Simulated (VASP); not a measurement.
# Rb (Fm-3m) in VASP: further runs, part 2 of 2

VASP 6.6.1. The steps go on from the part before.

## (4) Single point, LDA (75.25 Å³/atom)

This run uses another cell than the first one, of 75.25 Å³/atom.

Input file INCAR:

```
ALGO = Normal ; EDIFF = 1E-6
ENCUT = 520 ; ISIF = 2
ISMEAR = -1 ; LASPH = True
LCHARG = False ; LREAL = False
LWAVE = False ; NBANDS = 10
NELM = 60 ; PREC = Accurate
SIGMA = 0.1
```

Input file KPOINTS:

```
k-points
0
Gamma
  9 9 9
```

Input file POSCAR:

```
Rb
1.0
    0.0000000000      3.3508854908      3.3508854908
    3.3508854908      0.0000000000      3.3508854908
    3.3508854908      3.3508854908      0.0000000000
Rb
1
Direct
    0.0000000000      0.0000000000      0.0000000000
```

Potentials or basis: VASP PAW LDA potentials, release 64 (Rb_sv).

Started as:

```
$ cat potpaw_LDA.64/Rb_sv/POTCAR > POTCAR
$ mpirun -np 1 vasp_std > vasp.out
```

OUTCAR:

```text
EDIFF = 1E-6
   ENCUT = 520
   ISIF = 2
   ISMEAR = -1
   LASPH = True
   LREAL = False
   NELM = 60
   PREC = Accurate

 ion  position               nearest neighbor table
   1  0.000  0.000  0.000-

  LATTYP: Found a face centered cubic cell.
 ALAT       =     6.7017709816

  Lattice vectors:

 A1 = (   0.0000000000,   3.3508854908,   3.3508854908)
 A2 = (   3.3508854908,   0.0000000000,   3.3508854908)
 A3 = (   3.3508854908,   3.3508854908,   0.0000000000)

Analysis of symmetry for initial positions (statically):
=====================================================================
 Subroutine PRICEL returns:
 Original cell was already a primitive cell.

 Routine SETGRP: Setting up the symmetry group for a
 face centered cubic supercell.

 Subroutine GETGRP returns: Found 48 space group operations
 (whereof 48 operations were pure point group operations)
 out of a pool of 48 trial point group operations.

The static configuration has the point symmetry O_h .

Analysis of symmetry for dynamics (positions and initial velocities):
=====================================================================
 Subroutine PRICEL returns:
 Original cell was already a primitive cell.

 Routine SETGRP: Setting up the symmetry group for a
 face centered cubic supercell.

 Subroutine GETGRP returns: Found 48 space group operations
 (whereof 48 operations were pure point group operations)
 out of a pool of 48 trial point group operations.

The dynamic configuration has the point symmetry O_h .

 Subroutine INISYM returns: Found 48 space group operations
 (whereof 48 operations are pure point group operations),
 and found     1 'primitive' translations

----------------------------------------------------------------------------------------

                                     Primitive cell

  volume of cell :      75.2504

  direct lattice vectors                    reciprocal lattice vectors
     0.000000000  3.350885491  3.350885491    -0.149214290  0.149214290  0.149214290
     3.350885491  0.000000000  3.350885491     0.149214290 -0.149214290  0.149214290
     3.350885491  3.350885491  0.000000000     0.149214290  0.149214290 -0.149214290

  length of vectors
     4.738867707  4.738867707  4.738867707     0.258446732  0.258446732  0.258446732

  position of ions in fractional coordinates (direct lattice)
     0.000000000  0.000000000  0.000000000

  ion indices of the primitive-cell ions
   primitive index   ion index
                 1           1

----------------------------------------------------------------------------------------

 KPOINTS: k-points

Automatic generation of k-mesh.
 Grid dimensions read from file:
 generate k-points for:    9    9    9

 Generating k-lattice:

  Cartesian coordinates                     Fractional coordinates (reciprocal lattice)
    -0.016579366  0.016579366  0.016579366     0.111111111  0.000000000  0.000000000
     0.016579366 -0.016579366  0.016579366     0.000000000  0.111111111  0.000000000
     0.016579366  0.016579366 -0.016579366     0.000000000  0.000000000  0.111111111

  Length of vectors
     0.028716304  0.028716304  0.028716304

  Shift w.r.t. Gamma in fractional coordinates (k-lattice)
     0.000000000  0.000000000  0.000000000

 Subroutine IBZKPT returns following result:
 ===========================================

 Found     35 irreducible k-points:

 Following reciprocal coordinates:
            Coordinates               Weight
  0.000000  0.000000  0.000000      1.000000
  0.111111  0.000000  0.000000      8.000000
  0.222222  0.000000  0.000000      8.000000
  0.333333  0.000000  0.000000      8.000000
  0.444444  0.000000  0.000000      8.000000
  0.111111  0.111111  0.000000      6.000000
[... 16 lines left out ...]
 -0.333333  0.333333  0.000000     12.000000
  0.444444  0.444444  0.000000      6.000000
 [... further k-points ...]
   k-points           NKPTS =     35   k-points in BZ     NKDIM =     35   number of bands    NBANDS=     10
   number of dos      NEDOS =    301   number of ions     NIONS =      1
   total plane-waves  NPLWV =  46656
   dimension x,y,z NGX =    36 NGY =   36 NGZ =   36
   dimension x,y,z NGXF=    72 NGYF=   72 NGZF=   72
   ions per type =               1
   NGX,Y,Z   is equivalent  to a cutoff of  12.63, 12.63, 12.63 a.u.
   NGXF,Y,Z  is equivalent  to a cutoff of  25.26, 25.26, 25.26 a.u.
 SYSTEM =  unknown system
   PREC   = accura    normal or accurate (medium, high low for compatibility)
   ISTART =      0    job   : 0-new  1-cont  2-samecut
   ICHARG =      2    charge: 1-file 2-atom 10-const
   ISPIN  =      1    spin polarized calculation?
   LNONCOLLINEAR =      F non collinear calculations
   LSORBIT =      F    spin-orbit coupling
   LASPH  =      T    aspherical Exc in radial PAW
   ENCUT  =  520.0 eV  38.22 Ry    6.18 a.u.   8.81  8.81  8.81*2*pi/ulx,y,z
   NELM   =     60;   NELMIN=  2; NELMDL= -5     # of ELM steps
   EDIFF  = 0.1E-05   stopping-criterion for ELM
   LREAL  =      F    real-space projection
   EDIFFG = 0.1E-04   stopping-criterion for IOM
   NSW    =      0    number of steps for IOM
   IBRION =     -1    ionic relax: 0-MD 1-quasi-New 2-CG
   NFREE  =      0    steps in history (QN), initial steepest desc. (CG)
   ISIF   =      2    stress and relaxation
   ISYM   =      2    0-nonsym 1-usesym 2-fastsym
   POTIM  = 0.5000    time-step for ionic-motion
   TEBEG  =    0.0;   TEEND  =   0.0 temperature during run
   PSTRESS=    0.0 pullay stress
   NELECT =       9.0000    total number of electrons
   NUPDOWN=      -1.0000    fix difference up-down
   EMIN   =  10.00;   EMAX   =-10.00  energy-range for DOS
   EFERMI =   0.00;   METHOD = LEGACY
   ISMEAR =    -1;   SIGMA  =   0.10  broadening in eV -4-tet -1-fermi 0-gaus
   EFERMI_NEDOS =   21; number of points for ismear=-14 and -15
   IALGO  =     38    algorithm
   IMIX   =      4    mixing-type and parameters
     AMIX     =   0.40;   BMIX     =  1.00
     AMIX_MAG =   1.60;   BMIX_MAG =  1.00
  volume/ion in A,a.u.               =      75.25       507.81
  Fermi-wavevector in a.u.,A,eV,Ry     =   0.806590  1.524234  8.851776  0.650587
  Thomas-Fermi vector in A             =   1.915051
   LORBIT       =      0    0 simple, 1 ext, 2 COOP (PROOUT), +10 PAW based schemes
   GGA     = CA    functional components
   LHFCALC =     F    Hartree Fock is set to
   AEXX    =    0.0000 exact exchange contribution
   IVDW    =     0    specifies the selected vdW correction
   LEPSILON=     F    determine dielectric tensor
   LRPA    =     F    only Hartree local field effects (RPA)
 non-spin polarized calculation
  energy-cutoff  :      520.00
  volume of cell :       75.25
 maximum number of plane-waves:      2085
   NGX = 17   NGY = 17   NGZ = 17

 number of electron       9.0000000 magnetization

 Free energy of the ion-electron system (eV)
  ---------------------------------------------------
  ext. energy  EPLUGINS =         0.00000000
  ---------------------------------------------------
  free energy    TOTEN  =        -1.07522838 eV

  energy without entropy =       -1.04762748  energy(sigma->0) =       -1.06142793

 E-fermi :   0.2594     XC(G=0):  -6.1835

 val. band max:        0.0902783231   @ k =   0.4444   0.0000   0.0000
 cond. band min:       0.2888153767   @ k =   0.4444   0.3333   0.0000
 fundamental gap:      0.1985370536
 Fermi energy:         0.2594377375

 k-point     1 :       0.0000    0.0000    0.0000
  band No.  band energies     occupation
      1     -28.4606      2.00000
      2     -12.5349      2.00000
      3     -12.5349      2.00000
      4     -12.5349      2.00000
      5      -2.0073      2.00000
      6       3.9063      0.00000
      7       3.9063      0.00000
      8       3.9063      0.00000
      9       5.4210      0.00000
     10       5.4210      0.00000

 k-point     2 :       0.1111    0.0000    0.0000
  band No.  band energies     occupation
      1     -28.4595      2.00000
      2     -12.5575      2.00000
      3     -12.5378      2.00000
      4     -12.5378      2.00000
      5      -1.8416      2.00000
      6       3.5327      0.00000
      7       3.9777      0.00000
      8       3.9777      0.00000
      9       5.2579      0.00000
     10       5.2579      0.00000
[... 274 lines left out ...]
 k-point    24 :       0.4444    0.4444    0.0000
  band No.  band energies     occupation
      1     -28.4480      2.00000
      2     -12.7047      2.00000
      3     -12.5996      2.00000
      4     -12.5996      2.00000
      5       0.5867      0.07306
      6       1.9818      0.00000
      7       2.0784      0.00000
      8       5.2457      0.00000
      9       5.2457      0.00000
     10       6.1361      0.00000

 [... further k-points ...]

------------------------ aborting loop because EDIFF is reached ----------------------------------------

  FORCE on cell =-STRESS in cart. coord.  units (eV):
  Direction    XX          YY          ZZ          XY          YZ          ZX
  --------------------------------------------------------------------------------------
  -------------------------------------------------------------------------------------
  Total        0.0564260      0.0564260      0.0564260      0.0000000      0.0000000     -0.0000000
  in kB        1.2013827      1.2013827      1.2013827      0.0000000      0.0000000     -0.0000000
  external PRESSURE =       1.2013827 kB  Pullay stress =       0.0000000 kB

 VOLUME and BASIS-vectors are now :
 -----------------------------------------------------------------------------
  energy-cutoff  :      520.00
  volume of cell :       75.25
      direct lattice vectors                 reciprocal lattice vectors
     0.000000000  3.350885491  3.350885491    -0.149214290  0.149214290  0.149214290
     3.350885491  0.000000000  3.350885491     0.149214290 -0.149214290  0.149214290
     3.350885491  3.350885491  0.000000000     0.149214290  0.149214290 -0.149214290

 POSITION                                       TOTAL-FORCE (eV/Angst)
 -----------------------------------------------------------------------------------
      0.00000      0.00000      0.00000         0.000000     -0.000000     -0.000000
 -----------------------------------------------------------------------------------
    total drift:                               -0.000000      0.000000      0.000000

  FREE ENERGIE OF THE ION-ELECTRON SYSTEM (eV)
  ---------------------------------------------------
  free  energy   TOTEN  =        -1.0752283811 eV

  energy  without entropy=       -1.0476274788  energy(sigma->0) =       -1.06142793
```

OSZICAR:

```text
N       E                     dE             d eps       ncg     rms          rms(c)
DAV:   1     0.388875935025E+02    0.38888E+02   -0.34456E+03   700   0.676E+02
DAV:   2     0.111857999422E+01   -0.37769E+02   -0.37011E+02   780   0.128E+02
DAV:   3    -0.980180769635E+00   -0.20988E+01   -0.20943E+01   948   0.304E+01
DAV:   4    -0.107557713198E+01   -0.95396E-01   -0.95189E-01   966   0.503E+00
DAV:   5    -0.107729986339E+01   -0.17227E-02   -0.17226E-02   938   0.650E-01    0.153E+00
DAV:   6    -0.107567850861E+01    0.16214E-02   -0.27263E-03   944   0.275E-01    0.933E-01
DAV:   7    -0.107521213351E+01    0.46638E-03   -0.35776E-03   862   0.314E-01    0.636E-02
DAV:   8    -0.107522430565E+01   -0.12172E-04   -0.22126E-04   942   0.991E-02    0.183E-02
DAV:   9    -0.107522807559E+01   -0.37699E-05   -0.11211E-05   908   0.241E-02    0.566E-03
DAV:  10    -0.107522838109E+01   -0.30550E-06   -0.36567E-06   872   0.112E-02
   1 F= -.10752284E+01 E0= -.10614279E+01  d E =-.276009E-01
```

stdout:

```text
POSCAR found type information on POSCAR Rb
 POSCAR found :  1 types and       1 ions
 scaLAPACK will be used
 LDA part: xc-table for (Slater(with rela. corr.)+CA(PZ))
 , standard interpolation
 POSCAR, INCAR and KPOINTS ok, starting setup
 FFT: planning ... GRIDC
 FFT: planning ... GRID_SOFT
 FFT: planning ... GRID
 WAVECAR not read
 entering main loop
```

Wall time 23 s (1 thread of Intel Xeon 8259CL, shared host); peak memory 0.17 GiB.

Results:

```yaml
Free_energy: -1.0752 eV
Pressure: 0.1 GPa
Band_gap_on_the_k_mesh: zero (an odd number of electrons rules out a gap without spin polarisation)
```

## (5) Single point, LDA (78.39 Å³/atom)

Input file INCAR:

```
  PREC = Accurate
  ENCUT = 520
  EDIFF = 1E-6
  ISMEAR = -1
  SIGMA = 0.1
  LREAL = F
  LASPH = T
  NELM = 80
  ALGO = Normal
  ISIF = 2
  LWAVE = F
  LCHARG = F
  NBANDS = 10
```

Input file KPOINTS:

```
regular mesh
0
Gamma
  9 9 9
```

Input file POSCAR:

```
Rb
1.0
    0.0000000000      3.3967937365      3.3967937365
    3.3967937365      0.0000000000      3.3967937365
    3.3967937365      3.3967937365      0.0000000000
Rb
1
Direct
    0.0000000000      0.0000000000      0.0000000000
```

Started as:

```
$ cat potpaw_LDA.64/Rb_sv/POTCAR > POTCAR
$ mpirun -np 1 vasp_std > vasp.out
```

Wall time 19 s (1 thread of Intel Xeon 8259CL, shared host); peak memory 0.17 GiB.

The run converged. Its results:

```
Free energy            : -1.0761 eV
Pressure               : 0.0 GPa
Band gap on the k mesh : zero (an odd number of electrons rules out a gap without spin polarisation)
```

Levels at points of the mesh, in eV from the Fermi level:
```csv
k point,band 3,band 4,band 5,band 6,band 7,band 8
"(0.00, 0.00, 0.00)",-12.82,-12.82,-2.21,3.62,3.62,3.62
```

## (6) Single point, LDA (81.52 Å³/atom)

This run uses another cell than the first one, of 81.52 Å³/atom.

Input file INCAR:

```
ALGO = Normal
EDIFF = 1E-7
ENCUT = 520
ISIF = 2
ISMEAR = -1
LASPH = T
LCHARG = T
LELF = T
LREAL = F
LVHAR = T
LWAVE = F
NBANDS = 10
NELM = 100
PREC = Accurate
SIGMA = 0.1
```

Input file KPOINTS:

```
k-points
0
Gamma
  9 9 9
```

Input file POSCAR:

```
Rb
1.0
    0.0000000000      3.4414935170      3.4414935170
    3.4414935170      0.0000000000      3.4414935170
    3.4414935170      3.4414935170      0.0000000000
Rb
1
Direct
    0.0000000000      0.0000000000      0.0000000000
```

Potentials or basis: VASP PAW LDA potentials, release 64 (Rb_sv).

Started as:

```
$ cat potpaw_LDA.64/Rb_sv/POTCAR > POTCAR
$ mpirun -np 1 vasp_std > vasp.out
```

Wall time 29 s (1 thread of Intel Xeon 8259CL, shared host); peak memory 0.18 GiB.

It converged, with:

```
Free energy            : -1.0744 eV
Pressure               : -0.2 GPa
Band gap on the k mesh : zero (an odd number of electrons rules out a gap without spin polarisation)
```

Levels at points of the mesh, in eV from the Fermi level:
```
           k point  band 2  band 3  band 4  band 5  band 6  band 7  band 8  band 9
(0.00, 0.00, 0.00)  -12.84  -12.84  -12.84   -2.15    3.59    3.59    3.59    5.01
```

## (7) Summary

| cell | k mesh | gap on the mesh (eV) | pressure (GPa) |
| --- | --- | --- | --- |
| a = 4.804 Å, angles 60.0°, 1 atom | 8 × 8 × 8 | none | 0.0 |
| a = 4.672 Å, angles 60.0°, 1 atom | 9 × 9 × 9 | none | 0.3 |
| a = 4.739 Å, angles 60.0°, 1 atom | 9 × 9 × 9 | none | 0.1 |
| a = 4.804 Å, angles 60.0°, 1 atom | 9 × 9 × 9 | none | 0.0 |
| a = 4.867 Å, angles 60.0°, 1 atom | 9 × 9 × 9 | none | -0.2 |

Alike in all rows: task single point; level LDA; potentials or basis VASP PAW LDA potentials, release 64 (Rb_sv); no spin polarisation; cutoff (eV) 520; smearing fermi-dirac 0.1 eV.

Total energies depend on the potentials used, so only differences within one code and one set of settings carry meaning.
